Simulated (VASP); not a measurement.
# FeCo3 (Pm-3m) in VASP: notebook, part 2 of 2

VASP 6.6.1. The steps go on from the part before.

## Step 3: Single point, r2SCAN, collinear spin, ferromagnetic start (10.73 Å³/atom)

This run uses another cell than the first one, of 10.73 Å³/atom.

Input file POSCAR:

```
FeCo3
1.0
    3.5013621382      0.0000000000      0.0000000000
    0.0000000000      3.5013621382      0.0000000000
    0.0000000000      0.0000000000      3.5013621382
Fe Co
1 3
Direct
    0.0000000000      0.0000000000      0.0000000000
    0.5000000000      0.5000000000      0.0000000000
    0.5000000000      0.0000000000      0.5000000000
    0.0000000000      0.5000000000      0.5000000000
```

Input file INCAR.step1:

```
SYSTEM = FeCo3
PREC = Accurate
ENCUT = 520
ISMEAR = 0
SIGMA = 0.1
LREAL = .FALSE.
LASPH = .TRUE.
NELM = 150
ISPIN = 2
MAGMOM = 3.21 2.09 2.09 2.09
LMAXMIX = 4
NBANDS = 30
GGA = PE
ALGO = Normal
EDIFF = 1E-4
LWAVE = .TRUE.
LCHARG = .FALSE.
```

Input file INCAR.step2:

```
SYSTEM = FeCo3
PREC = Accurate
ENCUT = 520
EDIFF = 1E-6
ISMEAR = 0
SIGMA = 0.1
LREAL = .FALSE.
LASPH = .TRUE.
NELM = 150
ALGO = Normal
ISIF = 2
LWAVE = .FALSE.
LCHARG = .TRUE.
ISPIN = 2
MAGMOM = 3.21 2.09 2.09 2.09
LORBIT = 11
LMAXMIX = 4
METAGGA = R2SCAN
LMIXTAU = .TRUE.
LELF = .TRUE.
LVHAR = .TRUE.
NBANDS = 30
ISTART = 1
```

Input file KPOINTS:

```
regular mesh
0
G
  12 12 12
  0 0 0
```

Potentials or basis: VASP PAW PBE potentials, release 64 (Fe, Co).

Started as:

```sh
> cat potpaw_PBE.64/Fe/POTCAR potpaw_PBE.64/Co/POTCAR > POTCAR
> cp INCAR.step1 INCAR
> mpirun -np 1 vasp_std > vasp.out
> cp INCAR.step2 INCAR
> mpirun -np 1 vasp_std > vasp.out
```

OUTCAR:

```text
SYSTEM = FeCo3
   PREC = Accurate
   ENCUT = 520
   EDIFF = 1E-6
   ISMEAR = 0
   LREAL = .FALSE.
   LASPH = .TRUE.
   NELM = 150
   ISIF = 2
   ISPIN = 2
   LORBIT = 11
   METAGGA = R2SCAN
   ISTART = 1

 ion  position               nearest neighbor table
   1  0.000  0.000  0.000-   2 2.48   3 2.48   4 2.48   3 2.48   4 2.48   2 2.48   4 2.48   4 2.48
                             2 2.48   3 2.48   3 2.48   2 2.48
   2  0.500  0.500  0.000-   1 2.48   3 2.48   4 2.48   3 2.48   4 2.48   1 2.48   3 2.48   3 2.48
                             1 2.48   4 2.48   4 2.48   1 2.48
   3  0.500  0.000  0.500-   1 2.48   2 2.48   4 2.48   1 2.48   2 2.48   2 2.48   4 2.48   2 2.48
                             1 2.48   4 2.48   1 2.48   4 2.48
   4  0.000  0.500  0.500-   1 2.48   2 2.48   3 2.48   1 2.48   2 2.48   1 2.48   3 2.48   1 2.48
                             2 2.48   3 2.48   2 2.48   3 2.48

  LATTYP: Found a simple cubic cell.
 ALAT       =     3.5013621382

  Lattice vectors:

 A1 = (   3.5013621382,   0.0000000000,   0.0000000000)
 A2 = (   0.0000000000,   3.5013621382,   0.0000000000)
 A3 = (   0.0000000000,   0.0000000000,   3.5013621382)

Analysis of symmetry for initial positions (statically):
=====================================================================
 Subroutine PRICEL returns:
 Original cell was already a primitive cell.

 Routine SETGRP: Setting up the symmetry group for a
 simple cubic supercell.

 Subroutine GETGRP returns: Found 48 space group operations
 (whereof 48 operations were pure point group operations)
 out of a pool of 48 trial point group operations.

The static configuration has the point symmetry O_h .

Analysis of symmetry for dynamics (positions and initial velocities):
=====================================================================
 Subroutine PRICEL returns:
 Original cell was already a primitive cell.

 Routine SETGRP: Setting up the symmetry group for a
 simple cubic supercell.

 Subroutine GETGRP returns: Found 48 space group operations
 (whereof 48 operations were pure point group operations)
[... 172 lines left out ...]
 cond. band min:       9.6659201043   @ k =   0.4167   0.4167   0.1667
 fundamental gap:      0.0133837582
 Fermi energy:         9.6538497652

 spin component 1

 k-point     1 :       0.0000    0.0000    0.0000
  band No.  band energies     occupation
      1       0.0905      1.00000
      2       3.3972      1.00000
      3       3.3972      1.00000
      4       3.4918      1.00000
      5       4.2160      1.00000
      6       4.2160      1.00000
[... 757 lines left out ...]
     28      22.6058      0.00000
     29      23.2210      0.00000

 [... further k-points ...]

 spin component 2

 k-point     1 :       0.0000    0.0000    0.0000
  band No.  band energies     occupation
      1      -0.3869      1.00000
      2       5.4429      1.00000
      3       5.4973      1.00000
      4       5.4974      1.00000
      5       5.9448      1.00000
      6       5.9448      1.00000
[... 757 lines left out ...]
     28      23.4998      0.00000
     29      23.9902      0.00000

 [... further k-points ...]

 [bands above 29 left out]

------------------------ aborting loop because EDIFF is reached ----------------------------------------

  FORCE on cell =-STRESS in cart. coord.  units (eV):
  Direction    XX          YY          ZZ          XY          YZ          ZX
  --------------------------------------------------------------------------------------
  -------------------------------------------------------------------------------------
  Total        1.6687318      1.6687318      1.6687318      0.0000000     -0.0000000      0.0000000
  in kB       62.2853671     62.2853671     62.2853671      0.0000000     -0.0000000      0.0000000
  external PRESSURE =      62.2853671 kB  Pullay stress =       0.0000000 kB

 VOLUME and BASIS-vectors are now :
 -----------------------------------------------------------------------------
  energy-cutoff  :      520.00
  volume of cell :       42.93
      direct lattice vectors                 reciprocal lattice vectors
     3.501362138  0.000000000  0.000000000     0.285603134  0.000000000  0.000000000
     0.000000000  3.501362138  0.000000000     0.000000000  0.285603134  0.000000000
     0.000000000  0.000000000  3.501362138     0.000000000  0.000000000  0.285603134

 POSITION                                       TOTAL-FORCE (eV/Angst)
 -----------------------------------------------------------------------------------
      0.00000      0.00000      0.00000         0.000000      0.000000      0.000000
      1.75068      1.75068      0.00000         0.000000      0.000000      0.000000
      1.75068      0.00000      1.75068         0.000000      0.000000      0.000000
      0.00000      1.75068      1.75068         0.000000      0.000000      0.000000
 -----------------------------------------------------------------------------------
    total drift:                                0.000000      0.000000      0.000000

  FREE ENERGIE OF THE ION-ELECTRON SYSTEM (eV)
  ---------------------------------------------------
  free  energy   TOTEN  =       -54.1020823859 eV

  energy  without entropy=      -54.0889097057  energy(sigma->0) =      -54.09549605

 total charge

# of ion       s       p       d       tot
------------------------------------------
    1        0.504   0.589   6.188   7.281
    2        0.524   0.586   7.246   8.356
    3        0.524   0.586   7.246   8.356
    4        0.524   0.586   7.246   8.356
--------------------------------------------------
tot          2.077   2.345  27.927  32.349

 magnetization (x)

# of ion       s       p       d       tot
------------------------------------------
    1        0.007  -0.058   2.871   2.820
    2       -0.012  -0.077   1.882   1.792
    3       -0.012  -0.077   1.882   1.792
    4       -0.012  -0.077   1.882   1.792
--------------------------------------------------
tot         -0.030  -0.290   8.517   8.197
```

Wall time 22 min (1 thread of Intel Xeon 8259CL, shared host); peak memory 0.31 GiB.

Results:

```
Free energy                                           : -54.1021 eV
Pressure                                              : 6.2 GPa
Net moment                                            : 8.01 μB per cell
Site moments                                          : Fe +2.82; Co +1.79 μB
Valence electrons inside the program's atomic spheres : Fe 7.28; Co 8.36
```

Levels at points of the mesh, in eV from the Fermi level:
Spin up:
```tsv
k point	band 18	band 19	band 20	band 21	band 22	band 23	band 24	band 25
(0.00, 0.00, 0.00)	-1.15	-0.97	-0.97	-0.97	2.47	2.47	2.47	9.69
(0.50, 0.00, 0.00)	-2.31	-2.21	-2.10	-1.15	-0.96	8.09	8.09	8.15
(0.50, 0.50, 0.00)	-2.22	-2.21	-1.98	0.57	0.57	0.64	0.83	11.95
(0.50, 0.50, 0.50)	-1.49	-1.26	-1.26	-0.57	-0.45	-0.45	-0.45	6.14
```
Spin down:
```tsv
k point	band 9	band 10	band 11	band 12	band 13	band 14	band 15	band 16	band 17	band 18
(0.00, 0.00, 0.00)	-1.13	-1.13	1.10	1.10	1.34	1.34	1.34	2.07	2.17	2.17
(0.50, 0.00, 0.00)	-2.20	-2.20	-0.29	-0.29	-0.12	0.00	0.53	0.53	0.78	1.34
(0.50, 0.50, 0.00)	-1.57	-1.57	-1.38	-1.32	-0.11	0.11	0.25	0.25	0.41	0.90
(0.50, 0.50, 0.50)	-0.91	-0.91	-0.91	-0.86	-0.86	-0.67	-0.67	-0.67	1.58	1.58
```

Caveat: the cell stands under pressure; the PAW data sets were made with another functional, which shifts forces and pressure a little.

## Step 4: Single point, r2SCAN, collinear spin, ferromagnetic start

This run uses another cell than the first one: it holds 8 atoms, not 4.

Input file POSCAR:

```
FeCo3
1.0
   -3.5364369895      3.5364369895      0.0000000000
    0.0000000000      3.5364369895     -3.5364369895
   -3.5364369895      0.0000000000     -3.5364369895
Fe Co
2 6
Direct
    0.5000000000      0.5000000000      0.5000000000
    0.0000000000      0.0000000000      0.0000000000
    0.0000000000      0.5000000000      0.5000000000
    0.5000000000      0.0000000000      0.0000000000
    0.0000000000      0.0000000000      0.5000000000
    0.5000000000      0.5000000000      0.0000000000
    0.5000000000      0.0000000000      0.5000000000
    0.0000000000      0.5000000000      0.0000000000
```

Input file INCAR.step1:

```
SYSTEM = FeCo3
PREC = Accurate ; ENCUT = 520
ISMEAR = 0 ; SIGMA = 0.1
LREAL = .FALSE. ; LASPH = .TRUE.
NELM = 150 ; ISPIN = 2
MAGMOM = 3.21 3.21 2.09 2.09 2.09 2.09 2.09 2.09 ; LMAXMIX = 4
NBANDS = 49 ; GGA = PE
ALGO = Normal ; EDIFF = 1E-4
LWAVE = .TRUE. ; LCHARG = .FALSE.
```

Input file INCAR.step2:

```
SYSTEM = FeCo3
PREC = Accurate ; ENCUT = 520
EDIFF = 1E-6 ; ISMEAR = 0
SIGMA = 0.1 ; LREAL = .FALSE.
LASPH = .TRUE. ; NELM = 150
ALGO = Normal ; ISIF = 2
LWAVE = .FALSE. ; LCHARG = .FALSE.
ISPIN = 2 ; MAGMOM = 3.21 3.21 2.09 2.09 2.09 2.09 2.09 2.09
LORBIT = 11 ; LMAXMIX = 4
METAGGA = R2SCAN ; LMIXTAU = .TRUE.
NBANDS = 49 ; ISTART = 1
```

Input file KPOINTS:

```
regular mesh
0
G
  8 8 8
  0 0 0
```

Started as:

```sh
> cat potpaw_PBE.64/Fe/POTCAR potpaw_PBE.64/Co/POTCAR > POTCAR
> cp INCAR.step1 INCAR
> mpirun -np 1 vasp_std > vasp.out
> cp INCAR.step2 INCAR
> mpirun -np 1 vasp_std > vasp.out
```

Wall time 20 min (1 thread of Intel Xeon 8259CL, shared host); peak memory 0.44 GiB.

The run converged. Its results:

```yaml
Free_energy: -108.2653 eV
Pressure: -0.1 GPa
Net_moment: 16.22 μB per cell
Site_moments: Fe +2.87; Co +1.82 μB
Valence_electrons_inside_the_program's_atomic_spheres: Fe 7.21; Co 8.30
```

Levels at points of the mesh, in eV from the Fermi level:
Spin up:
| k point | band 39 | band 40 | band 41 | band 42 | band 43 | band 44 | band 45 | band 46 | band 47 | band 48 |
| --- | --- | --- | --- | --- | --- | --- | --- | --- | --- | --- |
| (0.00, 0.00, 0.00) | -1.05 | -1.05 | -1.05 | -0.54 | -0.43 | -0.43 | -0.43 | 2.42 | 2.42 | 2.42 |
| (0.50, 0.00, 0.00) | -1.37 | -1.37 | -1.37 | -1.37 | 2.04 | 2.04 | 2.04 | 2.04 | 2.06 | 2.06 |
| (0.50, 0.50, 0.00) | -2.16 | -1.98 | -1.21 | -1.04 | 0.46 | 0.46 | 0.51 | 0.72 | 7.87 | 7.87 |
Spin down:
| k point | band 24 | band 25 | band 26 | band 27 | band 28 | band 29 |
| --- | --- | --- | --- | --- | --- | --- |
| (0.00, 0.00, 0.00) | -0.58 | -0.58 | -0.58 | 1.13 | 1.13 | 1.29 |
| (0.50, 0.00, 0.00) | -0.68 | -0.68 | -0.68 | 0.22 | 0.22 | 0.46 |
| (0.50, 0.50, 0.00) | -0.28 | -0.11 | -0.04 | 0.07 | 0.12 | 0.32 |

Caveat: the PAW data sets were made with another functional, which shifts forces and pressure a little.

## Step 5: Summary

```csv
cell,k mesh,gap on the mesh (eV),pressure (GPa),moment (μB)
"a = 3.465 Å, 4 atoms, atomic positions A",12 × 12 × 12,none,13.8,7.88
"a = 3.501 Å, 4 atoms, atomic positions A",12 × 12 × 12,none,6.2,8.01
"a = 5.001 Å, angles 60.0°, 8 atoms, atomic positions B",8 × 8 × 8,none,-0.1,16.22
```

Alike in all rows: task single point; level r2SCAN; potentials or basis VASP PAW PBE potentials, release 64 (Fe, Co); spin collinear, ferromagnetic start; cutoff (eV) 520; smearing gaussian 0.1 eV.

Caveats: the PAW data sets were made with another functional, which shifts forces and pressure a little; the cell stands under pressure (at least some runs).

Total energies depend on the potentials used, so only differences within one code and one set of settings carry meaning.

The gap in the log of VASP goes by the Fermi energy; the results here count the filled bands.